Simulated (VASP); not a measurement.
# Sc3Al (P4/mmm) in VASP: notebook

Runs on Sc3Al. Level: PBEsol. Tasks: single point.

All numbers are computed with VASP 6.6.1; they aren't measurements. Logs are shortened: lines on timing, memory, paths and dates and some standing lists are left out, and cuts for length are marked.

### 1 The cell of the first run

It takes space group P4/mmm (No. 123, tetragonal). The conventional cell has a = 4.211 Å, b = 4.211 Å, c = 4.375 Å, α = 90.00°, β = 90.00°, γ = 90.00°. Within 3.9 Å of Sc (site symmetry mmm) lie 8 Sc at 2.98 to 3.04 Å and 4 Al at 3.04 Å. Within 3.9 Å of Sc (site symmetry 4/mmm) lie 4 Al at 2.98 Å and 8 Sc at 3.04 Å. Al (site symmetry 4/mmm) has 12 Sc at 2.98 to 3.04 Å within 3.9 Å.

### 2 Single point, PBEsol (strain -0.0375 x Voigt [1, 1, 0, 0, 0, 0])

Input file INCAR:

```
ALGO = Fast
EDIFF = 1E-6
ENCUT = 520
GGA = PS
ISIF = 2
ISMEAR = 0
LASPH = T
LCHARG = F
LREAL = F
LWAVE = F
NBANDS = 26
NELM = 60
PREC = Accurate
SIGMA = 0.15
```

Input file KPOINTS:

```
k-points
0
Gamma
  12 12 12
```

Input file POSCAR:

```
Sc3Al
1.0
    4.2107401857      0.0000000000      0.0000000000
    0.0000000000      4.2107401857      0.0000000000
    0.0000000000      0.0000000000      4.3747949981
Sc Al
3 1
Direct
    0.5000000000      0.0000000000      0.5000000000
    0.0000000000      0.5000000000      0.5000000000
    0.5000000000      0.5000000000      0.0000000000
    0.0000000000      0.0000000000      0.0000000000
```

Potentials or basis: VASP PAW PBE potentials, release 64 (Sc_sv, Al).

Launch:

```
$ cat potpaw_PBE.64/Sc_sv/POTCAR potpaw_PBE.64/Al/POTCAR > POTCAR
$ mpirun -np 1 vasp_std > vasp.out
```

OUTCAR:

```text
EDIFF = 1E-6
   ENCUT = 520
   GGA = PS
   ISIF = 2
   ISMEAR = 0
   LASPH = T
   LREAL = F
   NELM = 60
   PREC = Accurate

 ion  position               nearest neighbor table
   1  0.500  0.000  0.500-   2 2.98   2 2.98   2 2.98   2 2.98   4 3.04   3 3.04   3 3.04   3 3.04
                             4 3.04   4 3.04   4 3.04   3 3.04
   2  0.000  0.500  0.500-   1 2.98   1 2.98   1 2.98   1 2.98   4 3.04   3 3.04   4 3.04   4 3.04
                             4 3.04   3 3.04   3 3.04   3 3.04
   3  0.500  0.500  0.000-   4 2.98   4 2.98   4 2.98   4 2.98   2 3.04   1 3.04   2 3.04   1 3.04
                             2 3.04   1 3.04   2 3.04   1 3.04
   4  0.000  0.000  0.000-   3 2.98   3 2.98   3 2.98   3 2.98   2 3.04   2 3.04   2 3.04   2 3.04
                             1 3.04   1 3.04   1 3.04   1 3.04

  LATTYP: Found a simple tetragonal cell.
 ALAT       =     4.2107401857
 C/A-ratio  =     1.0389610390

  Lattice vectors:

 A1 = (   4.2107401857,   0.0000000000,   0.0000000000)
 A2 = (   0.0000000000,   4.2107401857,   0.0000000000)
 A3 = (   0.0000000000,   0.0000000000,   4.3747949981)

Analysis of symmetry for initial positions (statically):
=====================================================================
 Subroutine PRICEL returns:
 Original cell was already a primitive cell.

 Routine SETGRP: Setting up the symmetry group for a
 simple tetragonal supercell.

 Subroutine GETGRP returns: Found 16 space group operations
 (whereof 16 operations were pure point group operations)
 out of a pool of 16 trial point group operations.

The static configuration has the point symmetry D_4h.

Analysis of symmetry for dynamics (positions and initial velocities):
=====================================================================
 Subroutine PRICEL returns:
 Original cell was already a primitive cell.

 Routine SETGRP: Setting up the symmetry group for a
 simple tetragonal supercell.

 Subroutine GETGRP returns: Found 16 space group operations
 (whereof 16 operations were pure point group operations)
 out of a pool of 16 trial point group operations.

The dynamic configuration has the point symmetry D_4h.

 Subroutine INISYM returns: Found 16 space group operations
 (whereof 16 operations are pure point group operations),
 and found     1 'primitive' translations

----------------------------------------------------------------------------------------

                                     Primitive cell

  volume of cell :      77.5666

  direct lattice vectors                    reciprocal lattice vectors
     4.210740186  0.000000000  0.000000000     0.237487937  0.000000000  0.000000000
     0.000000000  4.210740186  0.000000000     0.000000000  0.237487937  0.000000000
     0.000000000  0.000000000  4.374794998     0.000000000  0.000000000  0.228582139

  length of vectors
     4.210740186  4.210740186  4.374794998     0.237487937  0.237487937  0.228582139

  position of ions in fractional coordinates (direct lattice)
     0.500000000  0.000000000  0.500000000
     0.000000000  0.500000000  0.500000000
     0.500000000  0.500000000  0.000000000
     0.000000000  0.000000000  0.000000000

  ion indices of the primitive-cell ions
   primitive index   ion index
                 1           1
                 2           2
                 3           3
                 4           4

----------------------------------------------------------------------------------------

 KPOINTS: k-points

Automatic generation of k-mesh.
 Grid dimensions read from file:
 generate k-points for:   12   12   12

 Generating k-lattice:

  Cartesian coordinates                     Fractional coordinates (reciprocal lattice)
     0.019790661  0.000000000  0.000000000     0.083333333  0.000000000  0.000000000
     0.000000000  0.019790661  0.000000000     0.000000000  0.083333333  0.000000000
     0.000000000  0.000000000  0.019048512     0.000000000  0.000000000  0.083333333

  Length of vectors
     0.019790661  0.019790661  0.019048512

  Shift w.r.t. Gamma in fractional coordinates (k-lattice)
     0.000000000  0.000000000  0.000000000

 Subroutine IBZKPT returns following result:
 ===========================================

 Found    196 irreducible k-points:

 Following reciprocal coordinates:
            Coordinates               Weight
  0.000000  0.000000  0.000000      1.000000
  0.083333  0.000000  0.000000      4.000000
  0.166667  0.000000  0.000000      4.000000
  0.250000  0.000000  0.000000      4.000000
  0.333333  0.000000  0.000000      4.000000
  0.416667  0.000000  0.000000      4.000000
[... 16 lines left out ...]
  0.333333  0.333333  0.000000      4.000000
  0.416667  0.333333  0.000000      8.000000
 [... further k-points ...]
   k-points           NKPTS =    196   k-points in BZ     NKDIM =    196   number of bands    NBANDS=     26
   number of dos      NEDOS =    301   number of ions     NIONS =      4
   total plane-waves  NPLWV =  36864
   dimension x,y,z NGX =    32 NGY =   32 NGZ =   36
   dimension x,y,z NGXF=    64 NGYF=   64 NGZF=   72
   ions per type =               3   1
   NGX,Y,Z   is equivalent  to a cutoff of  12.63, 12.63, 13.68 a.u.
   NGXF,Y,Z  is equivalent  to a cutoff of  25.27, 25.27, 27.36 a.u.
 SYSTEM =  unknown system
   PREC   = accura    normal or accurate (medium, high low for compatibility)
   ISTART =      0    job   : 0-new  1-cont  2-samecut
   ICHARG =      2    charge: 1-file 2-atom 10-const
   ISPIN  =      1    spin polarized calculation?
   LNONCOLLINEAR =      F non collinear calculations
   LSORBIT =      F    spin-orbit coupling
   LASPH  =      T    aspherical Exc in radial PAW
   ENCUT  =  520.0 eV  38.22 Ry    6.18 a.u.   7.83  7.83  8.13*2*pi/ulx,y,z
   NELM   =     60;   NELMIN=  2; NELMDL= -5     # of ELM steps
   EDIFF  = 0.1E-05   stopping-criterion for ELM
   LREAL  =      F    real-space projection
   EDIFFG = 0.1E-04   stopping-criterion for IOM
   NSW    =      0    number of steps for IOM
   IBRION =     -1    ionic relax: 0-MD 1-quasi-New 2-CG
   NFREE  =      0    steps in history (QN), initial steepest desc. (CG)
   ISIF   =      2    stress and relaxation
   ISYM   =      2    0-nonsym 1-usesym 2-fastsym
   POTIM  = 0.5000    time-step for ionic-motion
   TEBEG  =    0.0;   TEEND  =   0.0 temperature during run
   PSTRESS=    0.0 pullay stress
   NELECT =      36.0000    total number of electrons
   NUPDOWN=      -1.0000    fix difference up-down
   EMIN   =  10.00;   EMAX   =-10.00  energy-range for DOS
   EFERMI =   0.00;   METHOD = LEGACY
   ISMEAR =     0;   SIGMA  =   0.15  broadening in eV -4-tet -1-fermi 0-gaus
   EFERMI_NEDOS =   21; number of points for ismear=-14 and -15
   IALGO  =     68    algorithm
   IMIX   =      4    mixing-type and parameters
     AMIX     =   0.40;   BMIX     =  1.00
     AMIX_MAG =   1.60;   BMIX_MAG =  1.00
  volume/ion in A,a.u.               =      19.39       130.86
  Fermi-wavevector in a.u.,A,eV,Ry     =   1.267508  2.395243 21.858810  1.606577
  Thomas-Fermi vector in A             =   2.400652
   LORBIT       =      0    0 simple, 1 ext, 2 COOP (PROOUT), +10 PAW based schemes
   GGA     = PS    functional components
   LHFCALC =     F    Hartree Fock is set to
   AEXX    =    0.0000 exact exchange contribution
   IVDW    =     0    specifies the selected vdW correction
   LEPSILON=     F    determine dielectric tensor
   LRPA    =     F    only Hartree local field effects (RPA)
 non-spin polarized calculation
 RMM-DIIS sequential band-by-band and
 Gauss-broadening in eV      SIGMA  =   0.15
  energy-cutoff  :      520.00
  volume of cell :       77.57
 maximum number of plane-waves:      2120
 NGX is ok and might be reduce to    32
   NGX = 15   NGY = 15   NGZ = 17

 number of electron      36.0000004 magnetization

 Free energy of the ion-electron system (eV)
  ---------------------------------------------------
  ext. energy  EPLUGINS =         0.00000000
  ---------------------------------------------------
  free energy    TOTEN  =       -24.83884310 eV

  energy without entropy =      -24.78099083  energy(sigma->0) =      -24.80991697

 E-fermi :   5.3663     XC(G=0): -10.6819

 val. band max:        5.3651135303   @ k =   0.5000   0.4167   0.1667
 cond. band min:       5.3675182663   @ k =   0.4167   0.3333   0.2500
 fundamental gap:      0.0024047360
 Fermi energy:         5.3663354724

 k-point     1 :       0.0000    0.0000    0.0000
  band No.  band energies     occupation
      1     -43.5385      2.00000
      2     -43.3802      2.00000
      3     -43.3721      2.00000
      4     -22.5294      2.00000
      5     -22.5264      2.00000
      6     -22.5264      2.00000
[... 18 lines left out ...]
     25       8.0625      0.00000
     26       9.2158      0.00000

 k-point     2 :       0.0833    0.0000    0.0000
  band No.  band energies     occupation
      1     -43.5359      2.00000
      2     -43.3808      2.00000
      3     -43.3740      2.00000
      4     -22.5237      2.00000
      5     -22.5198      2.00000
      6     -22.5182      2.00000
[... 18 lines left out ...]
     25       8.1377      0.00000
     26       9.3571      0.00000

 k-point     3 :       0.1667    0.0000    0.0000
  band No.  band energies     occupation
      1     -43.5283      2.00000
      2     -43.3852      2.00000
      3     -43.3770      2.00000
      4     -22.5073      2.00000
      5     -22.5007      2.00000
      6     -22.4938      2.00000
[... 572 lines left out ...]
 k-point    23 :       0.3333    0.3333    0.0000
  band No.  band energies     occupation
      1     -43.4731      2.00000
      2     -43.4177      2.00000
      3     -43.3978      2.00000
      4     -22.5267      2.00000
      5     -22.3996      2.00000
      6     -22.3694      2.00000
[... 18 lines left out ...]
     25       8.1894      0.00000
     26       8.7457      0.00000

 k-point    24 :       0.4167    0.3333    0.0000
  band No.  band energies     occupation
      1     -43.4607      2.00000
      2     -43.4264      2.00000
      3     -43.4012      2.00000
      4     -22.5192      2.00000
      5     -22.4484      2.00000
      6     -22.3376      2.00000
[... 18 lines left out ...]
     25       8.2980      0.00000
     26       8.5164      0.00000

 [... further k-points ...]

------------------------ aborting loop because EDIFF is reached ----------------------------------------

  FORCE on cell =-STRESS in cart. coord.  units (eV):
  Direction    XX          YY          ZZ          XY          YZ          ZX
  --------------------------------------------------------------------------------------
  -------------------------------------------------------------------------------------
  Total        3.4131560      3.4131560      1.9630032      0.0000000     -0.0000000     -0.0000000
  in kB       70.5004890     70.5004890     40.5468380      0.0000000     -0.0000000     -0.0000000
  external PRESSURE =      60.5159387 kB  Pullay stress =       0.0000000 kB

 VOLUME and BASIS-vectors are now :
 -----------------------------------------------------------------------------
  energy-cutoff  :      520.00
  volume of cell :       77.57
      direct lattice vectors                 reciprocal lattice vectors
     4.210740186  0.000000000  0.000000000     0.237487937  0.000000000  0.000000000
     0.000000000  4.210740186  0.000000000     0.000000000  0.237487937  0.000000000
     0.000000000  0.000000000  4.374794998     0.000000000  0.000000000  0.228582139

 POSITION                                       TOTAL-FORCE (eV/Angst)
 -----------------------------------------------------------------------------------
      2.10537      0.00000      2.18740         0.000000      0.000000      0.000000
      0.00000      2.10537      2.18740         0.000000      0.000000      0.000000
      2.10537      2.10537      0.00000         0.000000      0.000000      0.000000
      0.00000      0.00000      0.00000         0.000000      0.000000      0.000000
 -----------------------------------------------------------------------------------
    total drift:                                0.000000     -0.000000     -0.000000

  FREE ENERGIE OF THE ION-ELECTRON SYSTEM (eV)
  ---------------------------------------------------
  free  energy   TOTEN  =       -24.8388431043 eV

  energy  without entropy=      -24.7809908273  energy(sigma->0) =      -24.80991697
```

Wall time 2.7 min (1 thread of Intel Xeon 6975P-C (Granite Rapids), shared host); peak memory 0.43 GiB.

Results:

* Free energy: -24.8388 eV
* Pressure: 6.1 GPa
* Band gap on the k mesh: zero (bands 18 and 19 overlap by 1.35 eV)

Caveat: the cell differs from its parent crystal (strain -0.0375 x Voigt [1, 1, 0, 0, 0, 0]); the cell stands under pressure; the PAW data sets were made with another functional, which shifts forces and pressure a little.

[end of part 1 of 2]
